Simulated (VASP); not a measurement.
# W in VASP: a series of runs

W is run at these levels: PBE; tasks: single point.

All numbers are computed with VASP 6.6.1; they aren't measurements. Logs are shortened: lines on timing, memory, paths and dates and some standing lists are left out, and cuts for length are marked.

## 1. The cell of the first run

It takes space group I4/mmm (No. 139, tetragonal). The conventional cell has a = 2.813 Å, b = 2.813 Å, c = 4.060 Å, α = 90.00°, β = 90.00°, γ = 90.00°. W (site symmetry 4/mmm) has 12 W at 2.81 to 2.84 Å within 3.7 Å.

## 2. Single point, PBE (equal xx and yy strain of -2 %)

Input file INCAR:

```
SYSTEM = W
  PREC = Accurate
  ENCUT = 520
  EDIFF = 1E-6
  ISMEAR = -1
  SIGMA = 0.05
  LREAL = .FALSE.
  LASPH = .TRUE.
  NELM = 60
  ALGO = Normal
  ISIF = 2
  LWAVE = .FALSE.
  LCHARG = .FALSE.
  GGA = PE
  NBANDS = 13
```

Input file KPOINTS:

```
Automatic mesh
0
G
  14 14 14
  0 0 0
```

Input file POSCAR:

```
W
1.0
    0.0000000000      1.9894000000      2.0300000000
    1.9894000000      0.0000000000      2.0300000000
    1.9894000000      1.9894000000      0.0000000000
W
1
Direct
    0.0000000000      0.0000000000      0.0000000000
```

Potentials or basis: VASP PAW PBE potentials, release 64 (W_sv).

Command:

```sh
cat potpaw_PBE.64/W_sv/POTCAR > POTCAR
mpirun -np 1 vasp_std > vasp.out
```

OUTCAR:

```text
SYSTEM = W
   PREC = Accurate
   ENCUT = 520
   EDIFF = 1E-6
   ISMEAR = -1
   LREAL = .FALSE.
   LASPH = .TRUE.
   NELM = 60
   ISIF = 2
   GGA = PE

 ion  position               nearest neighbor table
   1  0.000  0.000  0.000-

  LATTYP: Found a body centered tetragonal cell.
 ALAT       =     2.8134364610
 C/A-ratio  =     1.4430750636

  Lattice vectors:

 A1 = (  -1.9894000000,   0.0000000000,   2.0300000000)
 A2 = (   1.9894000000,   0.0000000000,   2.0300000000)
 A3 = (   0.0000000000,   1.9894000000,  -2.0300000000)

Analysis of symmetry for initial positions (statically):
=====================================================================
 Subroutine PRICEL returns:
 Original cell was already a primitive cell.

 Routine SETGRP: Setting up the symmetry group for a
 body centered tetragonal supercell.

 Subroutine GETGRP returns: Found 16 space group operations
 (whereof 16 operations were pure point group operations)
 out of a pool of 16 trial point group operations.

The static configuration has the point symmetry D_4h.

Analysis of symmetry for dynamics (positions and initial velocities):
=====================================================================
 Subroutine PRICEL returns:
 Original cell was already a primitive cell.

 Routine SETGRP: Setting up the symmetry group for a
 body centered tetragonal supercell.

 Subroutine GETGRP returns: Found 16 space group operations
 (whereof 16 operations were pure point group operations)
 out of a pool of 16 trial point group operations.

The dynamic configuration has the point symmetry D_4h.

 Subroutine INISYM returns: Found 16 space group operations
 (whereof 16 operations are pure point group operations),
 and found     1 'primitive' translations

----------------------------------------------------------------------------------------

                                     Primitive cell

  volume of cell :      16.0683

  direct lattice vectors                    reciprocal lattice vectors
     0.000000000  1.989400000  2.030000000    -0.251332060  0.251332060  0.246305419
     1.989400000  0.000000000  2.030000000     0.251332060 -0.251332060  0.246305419
     1.989400000  1.989400000  0.000000000     0.251332060  0.251332060 -0.246305419

  length of vectors
     2.842289985  2.842289985  2.813436461     0.432437242  0.432437242  0.432437242

  position of ions in fractional coordinates (direct lattice)
     0.000000000  0.000000000  0.000000000

  ion indices of the primitive-cell ions
   primitive index   ion index
                 1           1

----------------------------------------------------------------------------------------

 KPOINTS: Automatic mesh

Automatic generation of k-mesh.
 Grid dimensions read from file:
 generate k-points for:   14   14   14

 Generating k-lattice:

  Cartesian coordinates                     Fractional coordinates (reciprocal lattice)
    -0.017952290  0.017952290  0.017593244     0.071428571  0.000000000  0.000000000
     0.017952290 -0.017952290  0.017593244     0.000000000  0.071428571  0.000000000
     0.017952290  0.017952290 -0.017593244     0.000000000  0.000000000  0.071428571

  Length of vectors
     0.030888374  0.030888374  0.030888374

  Shift w.r.t. Gamma in fractional coordinates (k-lattice)
     0.000000000  0.000000000  0.000000000

 Subroutine IBZKPT returns following result:
 ===========================================

 Found    244 irreducible k-points:

 Following reciprocal coordinates:
            Coordinates               Weight
  0.000000  0.000000  0.000000      1.000000
  0.071429 -0.000000  0.000000      8.000000
  0.142857 -0.000000  0.000000      8.000000
  0.214286 -0.000000  0.000000      8.000000
  0.285714  0.000000  0.000000      8.000000
  0.357143 -0.000000  0.000000      8.000000
[... 16 lines left out ...]
  0.214286  0.142857  0.000000      8.000000
  0.285714  0.142857  0.000000      8.000000
 [... further k-points ...]
   k-points           NKPTS =    244   k-points in BZ     NKDIM =    244   number of bands    NBANDS=     13
   number of dos      NEDOS =    301   number of ions     NIONS =      1
   total plane-waves  NPLWV =  13824
   dimension x,y,z NGX =    24 NGY =   24 NGZ =   24
   dimension x,y,z NGXF=    48 NGYF=   48 NGZF=   48
   ions per type =               1
   NGX,Y,Z   is equivalent  to a cutoff of  14.04, 14.04, 14.18 a.u.
   NGXF,Y,Z  is equivalent  to a cutoff of  28.08, 28.08, 28.36 a.u.
 SYSTEM =  W
   PREC   = accura    normal or accurate (medium, high low for compatibility)
   ISTART =      0    job   : 0-new  1-cont  2-samecut
   ICHARG =      2    charge: 1-file 2-atom 10-const
   ISPIN  =      1    spin polarized calculation?
   LNONCOLLINEAR =      F non collinear calculations
   LSORBIT =      F    spin-orbit coupling
   LASPH  =      T    aspherical Exc in radial PAW
   ENCUT  =  520.0 eV  38.22 Ry    6.18 a.u.   5.28  5.28  5.23*2*pi/ulx,y,z
   NELM   =     60;   NELMIN=  2; NELMDL= -5     # of ELM steps
   EDIFF  = 0.1E-05   stopping-criterion for ELM
   LREAL  =      F    real-space projection
   EDIFFG = 0.1E-04   stopping-criterion for IOM
   NSW    =      0    number of steps for IOM
   IBRION =     -1    ionic relax: 0-MD 1-quasi-New 2-CG
   NFREE  =      0    steps in history (QN), initial steepest desc. (CG)
   ISIF   =      2    stress and relaxation
   ISYM   =      2    0-nonsym 1-usesym 2-fastsym
   POTIM  = 0.5000    time-step for ionic-motion
   TEBEG  =    0.0;   TEEND  =   0.0 temperature during run
   PSTRESS=    0.0 pullay stress
   NELECT =      14.0000    total number of electrons
   NUPDOWN=      -1.0000    fix difference up-down
   EMIN   =  10.00;   EMAX   =-10.00  energy-range for DOS
   EFERMI =   0.00;   METHOD = LEGACY
   ISMEAR =    -1;   SIGMA  =   0.05  broadening in eV -4-tet -1-fermi 0-gaus
   EFERMI_NEDOS =   21; number of points for ismear=-14 and -15
   IALGO  =     38    algorithm
   IMIX   =      4    mixing-type and parameters
     AMIX     =   0.40;   BMIX     =  1.00
     AMIX_MAG =   1.60;   BMIX_MAG =  1.00
  volume/ion in A,a.u.               =      16.07       108.43
  Fermi-wavevector in a.u.,A,eV,Ry     =   1.563606  2.954788 33.264405  2.444865
  Thomas-Fermi vector in A             =   2.666353
   LORBIT       =      0    0 simple, 1 ext, 2 COOP (PROOUT), +10 PAW based schemes
   GGA     = PE    functional components
   LHFCALC =     F    Hartree Fock is set to
   AEXX    =    0.0000 exact exchange contribution
   IVDW    =     0    specifies the selected vdW correction
   LEPSILON=     F    determine dielectric tensor
   LRPA    =     F    only Hartree local field effects (RPA)
 non-spin polarized calculation
  energy-cutoff  :      520.00
  volume of cell :       16.07
 maximum number of plane-waves:       452
 NGX is ok and might be reduce to    24
   NGX = 11   NGY = 11   NGZ = 11

 number of electron      14.0000000 magnetization

 Free energy of the ion-electron system (eV)
  ---------------------------------------------------
  ext. energy  EPLUGINS =         0.00000000
  ---------------------------------------------------
  free energy    TOTEN  =       -12.47219379 eV

  energy without entropy =      -12.46261094  energy(sigma->0) =      -12.46740236

 E-fermi :  10.7773     XC(G=0): -13.5537

 val. band max:       10.7719070059   @ k =  -0.4286   0.1429   0.0000
 cond. band min:      10.7827196745   @ k =  -0.1429   0.0000   0.0714
 fundamental gap:      0.0108126686
 Fermi energy:        10.7772898944

 k-point     1 :       0.0000    0.0000    0.0000
  band No.  band energies     occupation
      1     -62.8519      2.00000
      2     -26.4691      2.00000
      3     -26.4471      2.00000
      4     -26.4471      2.00000
      5       1.6794      2.00000
      6      10.0181      2.00000
      7      10.2928      1.99988
      8      10.2928      1.99988
      9      13.2049      0.00000
     10      13.6248      0.00000
     11      23.6007      0.00000
     12      28.4682      0.00000
     13      29.1499      0.00000

 k-point     2 :       0.0714   -0.0000    0.0000
  band No.  band energies     occupation
      1     -62.8462      2.00000
      2     -26.5215      2.00000
      3     -26.4693      2.00000
      4     -26.4545      2.00000
      5       1.9089      2.00000
      6       9.9675      2.00000
      7      10.2708      1.99992
      8      10.4003      1.99894
      9      13.1170      0.00000
     10      13.5158      0.00000
     11      24.0612      0.00000
     12      27.9301      0.00000
     13      29.1601      0.00000

 k-point     3 :       0.1429   -0.0000    0.0000
  band No.  band energies     occupation
      1     -62.8301      2.00000
      2     -26.7005      2.00000
      3     -26.4964      2.00000
      4     -26.4752      2.00000
      5       2.5538      2.00000
      6       9.6020      2.00000
      7      10.4578      1.99665
      8      10.6542      1.84275
      9      12.9837      0.00000
     10      13.3105      0.00000
     11      25.1096      0.00000
     12      26.5809      0.00000
     13      30.3198      0.00000
[... 305 lines left out ...]
 k-point    23 :       0.2143    0.1429    0.0000
  band No.  band energies     occupation
      1     -62.8072      2.00000
      2     -26.8621      2.00000
      3     -26.5668      2.00000
      4     -26.5651      2.00000
      5       3.5149      2.00000
      6       8.6290      2.00000
      7      10.9114      0.12813
      8      11.3804      0.00001
      9      11.9086      0.00000
     10      14.1868      0.00000
     11      26.7955      0.00000
     12      27.3266      0.00000
     13      30.3098      0.00000

 k-point    24 :       0.2857    0.1429    0.0000
  band No.  band energies     occupation
      1     -62.7847      2.00000
      2     -27.0784      2.00000
      3     -26.6134      2.00000
      4     -26.6048      2.00000
      5       4.4170      2.00000
      6       8.3875      2.00000
      7      10.2530      1.99994
      8      11.5286      0.00000
      9      12.8203      0.00000
     10      14.5757      0.00000
     11      25.6094      0.00000
     12      28.4991      0.00000
     13      30.9755      0.00000

 [... further k-points ...]
[... 5 lines left out ...]
  --------------------------------------------------------------------------------------
  -------------------------------------------------------------------------------------
  Total        0.5474684      0.5474684      1.1762144      0.0000000      0.0000000      0.0000000
  in kB       54.5882722     54.5882722    117.2807726      0.0000000      0.0000000      0.0000000
  external PRESSURE =      75.4857723 kB  Pullay stress =       0.0000000 kB

 VOLUME and BASIS-vectors are now :
 -----------------------------------------------------------------------------
  energy-cutoff  :      520.00
  volume of cell :       16.07
      direct lattice vectors                 reciprocal lattice vectors
     0.000000000  1.989400000  2.030000000    -0.251332060  0.251332060  0.246305419
     1.989400000  0.000000000  2.030000000     0.251332060 -0.251332060  0.246305419
     1.989400000  1.989400000  0.000000000     0.251332060  0.251332060 -0.246305419

 POSITION                                       TOTAL-FORCE (eV/Angst)
 -----------------------------------------------------------------------------------
      0.00000      0.00000      0.00000         0.000000      0.000000      0.000000
 -----------------------------------------------------------------------------------
    total drift:                                0.000000     -0.000000     -0.000000

  FREE ENERGIE OF THE ION-ELECTRON SYSTEM (eV)
  ---------------------------------------------------
  free  energy   TOTEN  =       -12.4721937927 eV

  energy  without entropy=      -12.4626109360  energy(sigma->0) =      -12.46740236
```

It took 12 s on 1 thread of Intel Xeon 6975P-C (Granite Rapids), shared host; peak memory 0.17 GiB.

What came out:

```yaml
Free_energy: -12.4722 eV
Pressure: 7.5 GPa
Band_gap_on_the_k_mesh: zero (band 7 reaches 14.09 eV, above the bottom of band 8 at 10.29 eV)
```

Stress tensor (GPa, compression positive):
```
 5.46  0.00  0.00
 0.00  5.46  0.00
 0.00  0.00 11.73
```

Levels at points of the mesh, in eV from the Fermi level:
```csv
k point,band 3,band 4,band 5,band 6,band 7,band 8,band 9,band 10,band 11,band 12
"(0.00, 0.00, 0.00)",-37.22,-37.22,-9.10,-0.76,-0.48,-0.48,2.43,2.85,12.82,17.69
"(0.50, 0.00, 0.00)",-37.42,-37.37,-5.71,-0.97,-0.65,0.70,5.11,5.28,10.62,12.45
"(0.50, 0.50, 0.00)",-37.64,-37.64,-5.65,-4.61,2.90,5.19,5.94,5.94,12.14,12.14
"(0.50, 0.00, 0.50)",-37.71,-37.68,-5.63,-4.66,3.31,5.14,5.79,6.12,11.66,11.99
```

Caveat: the cell differs from its parent crystal (equal xx and yy strain of -2 %); spin-orbit coupling is left out, which moves the levels of the heavy elements.

## 3. Single point, PBE (equal xx and yy strain of +1 %)

Input file INCAR:

```
SYSTEM = W
PREC = Accurate
ENCUT = 520
EDIFF = 1E-6
ISMEAR = -1
SIGMA = 0.05
LREAL = .False.
LASPH = .True.
NELM = 60
ALGO = Normal
ISIF = 2
LWAVE = .False.
LCHARG = .False.
GGA = PE
NBANDS = 13
```

Input file KPOINTS:

```
regular mesh
0
Gamma
  14 14 14
  0 0 0
```

Input file POSCAR:

```
W
1.0
    0.0000000000      2.0503000000      2.0300000000
    2.0503000000      0.0000000000      2.0300000000
    2.0503000000      2.0503000000      0.0000000000
W
1
Direct
    0.0000000000      0.0000000000      0.0000000000
```

Potentials or basis: VASP PAW PBE potentials, release 64 (W_sv).

Command:

```sh
cat potpaw_PBE.64/W_sv/POTCAR > POTCAR
mpirun -np 1 vasp_std > vasp.out
```

It took 13 s on 1 thread of Intel Xeon 6975P-C (Granite Rapids), shared host; peak memory 0.18 GiB.

It converged, with:

```yaml
Free_energy: -12.4610 eV
Pressure: -9.4 GPa
Band_gap_on_the_k_mesh: zero (band 7 reaches 12.93 eV, above the bottom of band 8 at 9.50 eV)
```

Stress tensor (GPa, compression positive):
```
 -8.30   0.00   0.00
  0.00  -8.30   0.00
  0.00   0.00 -11.50
```

Levels at points of the mesh, in eV from the Fermi level:
| k point | band 4 | band 5 | band 6 | band 7 | band 8 | band 9 | band 10 | band 11 |
| --- | --- | --- | --- | --- | --- | --- | --- | --- |
| (0.00, 0.00, 0.00) | -37.42 | -8.78 | -0.55 | -0.55 | -0.42 | 2.35 | 2.54 | 12.74 |
| (0.50, 0.00, 0.00) | -37.55 | -5.39 | -0.78 | -0.64 | 0.53 | 4.74 | 4.82 | 9.72 |
| (0.50, 0.50, 0.00) | -37.80 | -5.20 | -4.29 | 2.98 | 4.73 | 5.47 | 5.47 | 11.32 |
| (0.50, 0.00, 0.50) | -37.77 | -5.21 | -4.26 | 2.78 | 4.75 | 5.39 | 5.53 | 11.40 |

Caveat: the cell differs from its parent crystal (equal xx and yy strain of +1 %); spin-orbit coupling is left out, which moves the levels of the heavy elements.

## 4. Single point, PBE (equal xx and yy strain of +3 %)

Input file INCAR:

```
SYSTEM = W
PREC = Accurate
ENCUT = 520
EDIFF = 1E-7
ISMEAR = -1
SIGMA = 0.05
LREAL = .False.
LASPH = .True.
NELM = 100
ALGO = Normal
ISIF = 2
LWAVE = .False.
LCHARG = .True.
GGA = PE
LELF = .True.
LVHAR = .True.
NBANDS = 13
```

KPOINTS is that of step 3.

Input file POSCAR:

```
W
1.0
    0.0000000000      2.0909000000      2.0300000000
    2.0909000000      0.0000000000      2.0300000000
    2.0909000000      2.0909000000      0.0000000000
W
1
Direct
    0.0000000000      0.0000000000      0.0000000000
```

Command:

```sh
cat potpaw_PBE.64/W_sv/POTCAR > POTCAR
mpirun -np 1 vasp_std > vasp.out
```

It took 16 s on 1 thread of Intel Xeon 6975P-C (Granite Rapids), shared host; peak memory 0.18 GiB.

Results (log left out):

```
Free energy            : -12.4109 eV
Pressure               : -18.2 GPa
Band gap on the k mesh : zero (band 7 reaches 12.48 eV, above the bottom of band 8 at 9.02 eV)
```

Stress tensor (GPa, compression positive):
```
-15.18   0.00   0.00
  0.00 -15.18   0.00
  0.00   0.00 -24.24
```

Levels at points of the mesh, in eV from the Fermi level:
| k point | band 3 | band 4 | band 5 | band 6 | band 7 | band 8 | band 9 | band 10 | band 11 | band 12 |
| --- | --- | --- | --- | --- | --- | --- | --- | --- | --- | --- |
| (0.00, 0.00, 0.00) | -37.58 | -37.56 | -8.60 | -0.61 | -0.61 | -0.26 | 2.03 | 2.54 | 12.67 | 17.20 |
| (0.50, 0.00, 0.00) | -37.72 | -37.67 | -5.21 | -0.89 | -0.48 | 0.42 | 4.37 | 4.61 | 9.15 | 12.26 |
| (0.50, 0.50, 0.00) | -37.93 | -37.93 | -4.95 | -4.12 | 3.01 | 4.43 | 5.15 | 5.15 | 10.77 | 10.77 |
| (0.50, 0.00, 0.50) | -37.89 | -37.86 | -5.00 | -4.04 | 2.45 | 4.45 | 4.92 | 5.31 | 11.04 | 11.33 |

Caveat: the cell differs from its parent crystal (equal xx and yy strain of +3 %); spin-orbit coupling is left out, which moves the levels of the heavy elements.

## 5. Single point, PBE (equal xy, yz and zx shear strains of -3 %)

Input file INCAR:

```
PREC     = Accurate       # precision mode
ENCUT    = 520            # plane-wave cutoff, eV
EDIFF    = 1E-7           # SCF threshold, eV
ISMEAR   = -1             # smearing method
SIGMA    = 0.05           # smearing width, eV
LREAL    = False          # projectors in reciprocal space
LASPH    = True           # aspherical terms in the spheres
NELM     = 100            # most SCF steps
ALGO     = Normal         # electronic algorithm
ISIF     = 2              # what is computed and relaxed
LWAVE    = False          # write WAVECAR
LCHARG   = False          # write CHGCAR
GGA      = PE             # functional
NBANDS   = 13             # bands
```

Input file KPOINTS:

```
regular mesh
0
Gamma
  14 14 14
```

Input file POSCAR:

```
W
1.0
   -0.0609000000      1.9995500000      1.9995500000
    1.9995500000     -0.0609000000      1.9995500000
    1.9995500000      1.9995500000     -0.0609000000
W
1
Direct
    0.0000000000      0.0000000000      0.0000000000
```

Command:

```sh
cat potpaw_PBE.64/W_sv/POTCAR > POTCAR
mpirun -np 1 vasp_std > vasp.out
```

It took 17 s on 1 thread of Intel Xeon 6975P-C (Granite Rapids), shared host; peak memory 0.19 GiB.

It converged, with:

| Item | Value |
| --- | --- |
| Free energy | -12.4941 eV |
| Pressure | -3.6 GPa |
| Band gap on the k mesh | zero (band 7 reaches 13.19 eV, above the bottom of band 8 at 9.66 eV) |

Stress tensor (GPa, compression positive):
```
-3.60 -3.13 -3.13
-3.13 -3.60 -3.13
-3.13 -3.13 -3.60
```

Levels at points of the mesh, in eV from the Fermi level:
| k point | band 3 | band 4 | band 5 | band 6 | band 7 | band 8 | band 9 | band 10 | band 11 | band 12 |
| --- | --- | --- | --- | --- | --- | --- | --- | --- | --- | --- |
| (0.00, 0.00, 0.00) | -37.45 | -37.35 | -8.94 | -0.88 | -0.88 | -0.03 | 2.49 | 2.49 | 12.71 | 17.48 |
| (0.50, 0.00, 0.00) | -37.56 | -37.51 | -5.57 | -1.15 | -0.31 | 0.39 | 4.50 | 5.04 | 9.83 | 12.48 |
| (0.50, 0.50, 0.00) | -37.87 | -37.75 | -5.40 | -4.45 | 2.91 | 4.74 | 5.52 | 5.68 | 11.07 | 12.04 |
| (0.50, 0.50, 0.50) | -37.64 | -37.64 | -5.47 | -0.98 | -0.98 | 1.01 | 5.05 | 5.05 | 10.56 | 12.02 |

Caveat: the cell differs from its parent crystal (equal xy, yz and zx shear strains of -3 %); spin-orbit coupling is left out, which moves the levels of the heavy elements.

## 6. The runs side by side

| cell | gap on the mesh (eV) | pressure (GPa) |
| --- | --- | --- |
| a = 2.842, b = 2.842, c = 2.813 Å, angles 60.3, 60.3, 59.3°, 1 atom | none | 7.5 |
| a = 2.885, b = 2.885, c = 2.900 Å, angles 59.8, 59.8, 60.3°, 1 atom | none | -9.4 |
| a = 2.914, b = 2.914, c = 2.957 Å, angles 59.5, 59.5, 61.0°, 1 atom | none | -18.2 |
| a = 2.828 Å, angles 62.0°, 1 atom | none | -3.6 |

Alike in all rows: task single point; level PBE; potentials or basis VASP PAW PBE potentials, release 64 (W_sv); no spin polarisation; k mesh 14 × 14 × 14; cutoff (eV) 520; smearing fermi-dirac 0.05 eV.

Caveats: spin-orbit coupling is left out, which moves the levels of the heavy elements.

Absolute energies hang on the potentials; compare differences alone.
